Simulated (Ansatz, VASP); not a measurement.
W12O in VASP and in Ansatz

INCAR

```
  PREC = Accurate
  ENCUT = 520
  EDIFF = 1E-6
  ISMEAR = 0
  SIGMA = 0.1
  LREAL = False
  LASPH = True
  NELM = 80
  ALGO = Normal
  ISIF = 2
  LWAVE = False
  LCHARG = False
  LDIPOL = True
  IDIPOL = 3
  DIPOL = 0.5 0.5 0.304
  GGA = PE
  NBANDS = 99
```

KPOINTS

```
Automatic mesh
0
Gamma
  5 5 1
```

Contents of POSCAR:

```
W12O
1.0
    5.5140853207      0.0000000000      0.0000000000
   -1.8380284402      5.1987294965      0.0000000000
    0.0000000000      0.0000000000     21.3560050645
W O
12 1
Direct
    0.2500000000      0.2500000000      0.1873009483
    0.2500000000      0.7500000000      0.1873009483
    0.7500000000      0.2500000000      0.1873009483
    0.7500000000      0.7500000000      0.1873009483
    0.0000000000      0.0000000000      0.2892877541
    0.0000000000      0.5000000000      0.2892877541
    0.5000000000      0.0000000000      0.2892877541
    0.5000000000      0.5000000000      0.2892877541
    0.2500000000      0.2500000000      0.3912719181
    0.2500000000      0.7500000000      0.3912719181
    0.7500000000      0.2500000000      0.3912719181
    0.7500000000      0.7500000000      0.3912719181
    0.4166666667      0.4166666667      0.4858588970
```

Input for Ansatz:

```yaml
crystal:
  lattice:
    - [5.5140853207, 0.0, 0.0]
    - [-1.8380284402, 5.1987294965, 0.0]
    - [0.0, 0.0, 21.3560050645]
  atoms:
    - { symbol: W, position: [0.25, 0.25, 0.1873009483] }
    - { symbol: W, position: [0.25, 0.75, 0.1873009483] }
    - { symbol: W, position: [0.75, 0.25, 0.1873009483] }
    - { symbol: W, position: [0.75, 0.75, 0.1873009483] }
    - { symbol: W, position: [0.0, 0.0, 0.2892877541] }
    - { symbol: W, position: [0.0, 0.5, 0.2892877541] }
    - { symbol: W, position: [0.5, 0.0, 0.2892877541] }
    - { symbol: W, position: [0.5, 0.5, 0.2892877541] }
    - { symbol: W, position: [0.25, 0.25, 0.3912719181] }
    - { symbol: W, position: [0.25, 0.75, 0.3912719181] }
    - { symbol: W, position: [0.75, 0.25, 0.3912719181] }
    - { symbol: W, position: [0.75, 0.75, 0.3912719181] }
    - { symbol: O, position: [0.4166666667, 0.4166666667, 0.485858897] }
basis:
  ecutwfc: 420
kpoints:
  mp_grid: { grid: [5, 5, 1] }
hamiltonian:
  xc: pbe
scf:
  occupations: { method: gaussian, width: 0.1 }
output:
  forces: true
  eigenvalues: true
efield:
  axis: 3
  dipole_correction: true
  ramp_width: 0.04
```

Alike in both runs: task single point; functional PBE; k mesh 5 × 5 × 1; occupations gaussian, width 0.1 eV; no spin polarisation.

|  | VASP | Ansatz |
| --- | --- | --- |
| version | VASP 6.6.1 | Ansatz 0.2.0 |
| potentials or method | VASP PAW PBE potentials, release 64 (W_sv, O), cutoff 520 eV | scalar-relativistic, plane waves, PAW |
| valence electrons in the cell | 174 | 174 |

|  | VASP | Ansatz | Ansatz less VASP |
| --- | --- | --- | --- |
| gap on the k mesh at the Fermi level (eV) | none | none | - |
| rms of the force components (eV/Å) | 1.075 | 1.080 | +0.0047 |

Atom by atom the forces differ by 0.015 eV/Å (rms over components). A gap of «none» marks a metal or a gap that the smearing closes. With one functional, cell and mesh, what is left measures potentials, basis and numerics.

Neither program's run includes spin-orbit coupling.
